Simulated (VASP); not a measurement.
# HfTi4Si (P4/mmm) in VASP: notebook

The runs below take HfTi4Si through single point, relaxation of cell and atoms, with PBE.

Program: VASP 6.6.1. These are calculated values, not measurements. Logs are shortened: lines on timing, memory, paths and dates and some standing lists are left out, and cuts for length are marked.

### 1 The cell of the first run

Symmetry: P4/mmm, No. 123, tetragonal system. The conventional cell has a = 4.566 Å, b = 4.566 Å, c = 4.672 Å, α = 90.00°, β = 90.00°, γ = 90.00°. Within 3.3 Å of Hf (site symmetry 4/mmm) lie 8 Ti at 2.47 Å. Within 2.5 Å of Ti (site symmetry m2m) lie 3 Ti at 1.89 Å and 2 Hf at 2.47 Å. Within 3.5 Å of Si (site symmetry 4/mmm) lie 8 Ti at 2.69 Å.

The cell was built from a structure type or drawn by symmetry, and may not be a known phase.

### 2 Single point, PBE

Input file INCAR:

```
  PREC = Accurate
  ENCUT = 520
  EDIFF = 1E-7
  ISMEAR = 0
  SIGMA = 0.1
  LREAL = False
  LASPH = True
  NELM = 80
  ALGO = Normal
  ISIF = 2
  LWAVE = False
  LCHARG = True
  GGA = PE
  LELF = True
  LVHAR = True
  NBANDS = 40
```

Input file KPOINTS:

```
regular mesh
0
Gamma
  4 4 4
```

Input file POSCAR:

```
HfTi4Si
1.0
    4.5663948200      0.0000000000      0.0000000000
    0.0000000000      4.5663948200      0.0000000000
    0.0000000000      0.0000000000      4.6717962800
Hf Ti Si
1 4 1
Direct
    0.0000000000      0.0000000000      0.5000000000
    0.2073231200      0.5000000000      0.5000000000
    0.7926768800      0.5000000000      0.5000000000
    0.5000000000      0.2073231200      0.5000000000
    0.5000000000      0.7926768800      0.5000000000
    0.5000000000      0.5000000000      0.0000000000
```

Potentials or basis: VASP PAW PBE potentials, release 64 (Hf_pv, Ti_sv, Si).

On the command line:

```
> cat potpaw_PBE.64/Hf_pv/POTCAR potpaw_PBE.64/Ti_sv/POTCAR potpaw_PBE.64/Si/POTCAR > POTCAR
> mpirun -np 1 vasp_std > vasp.out
```

OUTCAR:

```text
PREC = Accurate
   ENCUT = 520
   EDIFF = 1E-7
   ISMEAR = 0
   LREAL = False
   LASPH = True
   NELM = 80
   ISIF = 2
   GGA = PE

 ion  position               nearest neighbor table
   1  0.000  0.000  0.500-   2 2.47   3 2.47   4 2.47   5 2.47   2 2.47   3 2.47   4 2.47   5 2.47

   2  0.207  0.500  0.500-   4 1.89   5 1.89   3 1.89   1 2.47   1 2.47   3 2.67   6 2.69   6 2.69

   3  0.793  0.500  0.500-   4 1.89   5 1.89   2 1.89   1 2.47   1 2.47   2 2.67   6 2.69   6 2.69

   4  0.500  0.207  0.500-   2 1.89   3 1.89   5 1.89   1 2.47   1 2.47   5 2.67   6 2.69   6 2.69

   5  0.500  0.793  0.500-   2 1.89   3 1.89   4 1.89   1 2.47   1 2.47   4 2.67   6 2.69   6 2.69

   6  0.500  0.500  0.000-   2 2.69   3 2.69   4 2.69   5 2.69   2 2.69   3 2.69   4 2.69   5 2.69

  LATTYP: Found a simple tetragonal cell.
 ALAT       =     4.5663948200
 C/A-ratio  =     1.0230819857

  Lattice vectors:

 A1 = (   4.5663948200,   0.0000000000,   0.0000000000)
 A2 = (   0.0000000000,   4.5663948200,   0.0000000000)
 A3 = (   0.0000000000,   0.0000000000,   4.6717962800)

Analysis of symmetry for initial positions (statically):
=====================================================================
 Subroutine PRICEL returns:
 Original cell was already a primitive cell.

 Routine SETGRP: Setting up the symmetry group for a
 simple tetragonal supercell.

 Subroutine GETGRP returns: Found 16 space group operations
 (whereof 16 operations were pure point group operations)
 out of a pool of 16 trial point group operations.

The static configuration has the point symmetry D_4h.

Analysis of symmetry for dynamics (positions and initial velocities):
=====================================================================
 Subroutine PRICEL returns:
 Original cell was already a primitive cell.

 Routine SETGRP: Setting up the symmetry group for a
 simple tetragonal supercell.

 Subroutine GETGRP returns: Found 16 space group operations
 (whereof 16 operations were pure point group operations)
 out of a pool of 16 trial point group operations.

The dynamic configuration has the point symmetry D_4h.

 Subroutine INISYM returns: Found 16 space group operations
 (whereof 16 operations are pure point group operations),
 and found     1 'primitive' translations

[... 96 lines left out ...]
   LREAL  =      F    real-space projection
   EDIFFG = 0.1E-05   stopping-criterion for IOM
   NSW    =      0    number of steps for IOM
   IBRION =     -1    ionic relax: 0-MD 1-quasi-New 2-CG
   NFREE  =      0    steps in history (QN), initial steepest desc. (CG)
   ISIF   =      2    stress and relaxation
   ISYM   =      2    0-nonsym 1-usesym 2-fastsym
   POTIM  = 0.5000    time-step for ionic-motion
   TEBEG  =    0.0;   TEEND  =   0.0 temperature during run
   PSTRESS=    0.0 pullay stress
   NELECT =      62.0000    total number of electrons
   NUPDOWN=      -1.0000    fix difference up-down
   EMIN   =  10.00;   EMAX   =-10.00  energy-range for DOS
   EFERMI =   0.00;   METHOD = LEGACY
   ISMEAR =     0;   SIGMA  =   0.10  broadening in eV -4-tet -1-fermi 0-gaus
   EFERMI_NEDOS =   21; number of points for ismear=-14 and -15
   IALGO  =     38    algorithm
   IMIX   =      4    mixing-type and parameters
     AMIX     =   0.40;   BMIX     =  1.00
     AMIX_MAG =   1.60;   BMIX_MAG =  1.00
  volume/ion in A,a.u.               =      16.24       109.57
  Fermi-wavevector in a.u.,A,eV,Ry     =   1.408192  2.661097 26.980407  1.983004
  Thomas-Fermi vector in A             =   2.530374
   LORBIT       =      0    0 simple, 1 ext, 2 COOP (PROOUT), +10 PAW based schemes
   GGA     = PE    functional components
   LHFCALC =     F    Hartree Fock is set to
   AEXX    =    0.0000 exact exchange contribution
   IVDW    =     0    specifies the selected vdW correction
   LEPSILON=     F    determine dielectric tensor
   LRPA    =     F    only Hartree local field effects (RPA)
 non-spin polarized calculation
 Gauss-broadening in eV      SIGMA  =   0.10
  energy-cutoff  :      520.00
  volume of cell :       97.42
 maximum number of plane-waves:      2642
 NGX is ok and might be reduce to    36
   NGX = 17   NGY = 17   NGZ = 17

 number of electron      62.0000015 magnetization

 Free energy of the ion-electron system (eV)
  ---------------------------------------------------
  ext. energy  EPLUGINS =         0.00000000
  ---------------------------------------------------
  free energy    TOTEN  =       -27.77011733 eV

  energy without entropy =      -27.74188292  energy(sigma->0) =      -27.75600013

 E-fermi :   7.8105     XC(G=0): -11.0951

 val. band max:        7.7950265229   @ k =   0.0000   0.0000   0.0000
 cond. band min:       7.8374710859   @ k =   0.2500   0.0000   0.5000
 fundamental gap:      0.0424445630
 Fermi energy:         7.8105389873

 k-point     1 :       0.0000    0.0000    0.0000
  band No.  band energies     occupation
      1     -49.7351      2.00000
      2     -47.4957      2.00000
      3     -47.4405      2.00000
      4     -47.4405      2.00000
      5     -29.1179      2.00000
      6     -26.8363      2.00000
[... 763 lines left out ...]
     39      10.0631      0.00000
     40      10.0631      0.00000

------------------------ aborting loop because EDIFF is reached ----------------------------------------

  FORCE on cell =-STRESS in cart. coord.  units (eV):
  Direction    XX          YY          ZZ          XY          YZ          ZX
  --------------------------------------------------------------------------------------
  -------------------------------------------------------------------------------------
  Total       64.1914109     64.1914109     -1.5470407      0.0000000      0.0000000     -0.0000000
  in kB     1055.7393022   1055.7393022    -25.4437733      0.0000000      0.0000000     -0.0000000
  external PRESSURE =     695.3449437 kB  Pullay stress =       0.0000000 kB

 VOLUME and BASIS-vectors are now :
 -----------------------------------------------------------------------------
  energy-cutoff  :      520.00
  volume of cell :       97.42
      direct lattice vectors                 reciprocal lattice vectors
     4.566394820  0.000000000  0.000000000     0.218991138  0.000000000  0.000000000
     0.000000000  4.566394820  0.000000000     0.000000000  0.218991138  0.000000000
     0.000000000  0.000000000  4.671796280     0.000000000  0.000000000  0.214050429

 POSITION                                       TOTAL-FORCE (eV/Angst)
 -----------------------------------------------------------------------------------
      0.00000      0.00000      2.33590         0.000000      0.000000      0.000000
      0.94672      2.28320      2.33590        -4.897591      0.000000      0.000000
      3.61968      2.28320      2.33590         4.897591      0.000000     -0.000000
      2.28320      0.94672      2.33590        -0.000000     -4.897591     -0.000000
      2.28320      3.61968      2.33590         0.000000      4.897591      0.000000
      2.28320      2.28320      0.00000         0.000000      0.000000      0.000000
 -----------------------------------------------------------------------------------
    total drift:                                0.000000      0.000000      0.000000

  FREE ENERGIE OF THE ION-ELECTRON SYSTEM (eV)
  ---------------------------------------------------
  free  energy   TOTEN  =       -27.7701173342 eV

  energy  without entropy=      -27.7418829237  energy(sigma->0) =      -27.75600013
```

Wall time 89 s (1 thread of AMD EPYC 9R45 (Zen 5), shared host); peak memory 0.2 GiB.

Results:

```
Free energy            : -27.7701 eV
Pressure               : 69.5 GPa
Largest force          : 4.898 eV/Å
Band gap on the k mesh : zero (bands 31 and 32 overlap by 0.63 eV)
```

Forces in eV/Å, atoms in the order of the input:
```
Hf   0.000  0.000  0.000
Ti  -4.898  0.000  0.000
Ti   4.898  0.000  0.000
Ti   0.000 -4.898  0.000
Ti   0.000  4.898  0.000
Si   0.000  0.000  0.000
```

Caveat: atoms lie so close that the PAW spheres overlap strongly, which falsifies energies and pressures; the cell stands under pressure; spin-orbit coupling is left out, which moves the levels of the heavy elements; forces of over 1 eV/Å act on the atoms, so gaps and moduli don't describe the material at rest.

### 3 Single point, PBE

This run uses another cell than the first one, of 19.39 Å³/atom.

Input file INCAR:

```
SYSTEM = HfTi4Si
  PREC = Accurate
  ENCUT = 520
  EDIFF = 1E-6
  ISMEAR = 0
  SIGMA = 0.1
  LREAL = .False.
  LASPH = .True.
  NELM = 100
  ALGO = Normal
  ISIF = 2
  LWAVE = .False.
  LCHARG = .True.
  GGA = PE
  LELF = .True.
  LVHAR = .True.
  NBANDS = 40
```

Input file KPOINTS:

```
Automatic mesh
0
Gamma
  4 4 4
  0 0 0
```

Input file POSCAR:

```
HfTi4Si
1.0
    6.2051882415      0.0000000000      0.0000000000
    0.0000000000      6.2051882415      0.0000000000
    0.0000000000      0.0000000000      3.0212440409
Hf Ti Si
1 4 1
Direct
    0.0000000000      0.0000000000      0.5000000000
    0.1769807128      0.5000000000      0.5000000000
    0.8230192872      0.5000000000      0.5000000000
    0.5000000000      0.1769807128      0.5000000000
    0.5000000000      0.8230192872      0.5000000000
    0.5000000000      0.5000000000      0.0000000000
```

Potentials or basis: VASP PAW PBE potentials, release 64 (Hf_pv, Ti_sv, Si).

On the command line:

```
> cat potpaw_PBE.64/Hf_pv/POTCAR potpaw_PBE.64/Ti_sv/POTCAR potpaw_PBE.64/Si/POTCAR > POTCAR
> mpirun -np 1 vasp_std > vasp.out
```

Wall time 1.7 min (1 thread of AMD EPYC 9R45 (Zen 5), shared host); peak memory 0.23 GiB.

It converged, with:

```yaml
Free_energy: -43.6568 eV
Pressure: -0.1 GPa
Largest_force: 0.133 eV/Å
Band_gap_on_the_k_mesh: zero (bands 31 and 32 overlap by 0.77 eV)
```

Forces on the atoms (eV/Å):
```
Hf   0.000  0.000  0.000
Ti   0.133  0.000  0.000
Ti  -0.133  0.000  0.000
Ti   0.000  0.133  0.000
Ti   0.000 -0.133  0.000
Si   0.000  0.000  0.000
```

Stress tensor (GPa, compression positive):
```
 0.01  0.00  0.00
 0.00  0.01  0.00
 0.00  0.00 -0.27
```

Levels at points of the mesh, in eV from the Fermi level:
```
           k point  band 27  band 28  band 29  band 30  band 31  band 32  band 33  band 34  band 35  band 36
(0.00, 0.00, 0.00)    -1.18    -1.18    -0.79    -0.69    -0.20     0.29     0.29     0.56     0.66     1.05
(0.50, 0.00, 0.00)    -1.00    -0.80    -0.63    -0.52    -0.51    -0.32    -0.30     0.45     0.60     0.83
(0.50, 0.50, 0.00)    -0.83    -0.83    -0.69    -0.55    -0.55    -0.28     0.15     0.46     0.46     0.63
(0.00, 0.00, 0.50)    -0.66    -0.66    -0.66    -0.66    -0.38     0.39     0.83     0.90     1.45     1.45
(0.50, 0.00, 0.50)    -1.47    -1.25    -0.49    -0.20     0.09     0.11     0.45     1.08     1.13     1.43
(0.50, 0.50, 0.50)    -1.44    -0.88    -0.88    -0.34    -0.26     0.29     0.29     0.45     0.83     1.25
```

Caveat: the k points lie up to 0.52 Å⁻¹ apart, too coarse for converged energies and pressures of a metal; spin-orbit coupling is left out, which moves the levels of the heavy elements.

[end of part 1 of 2]
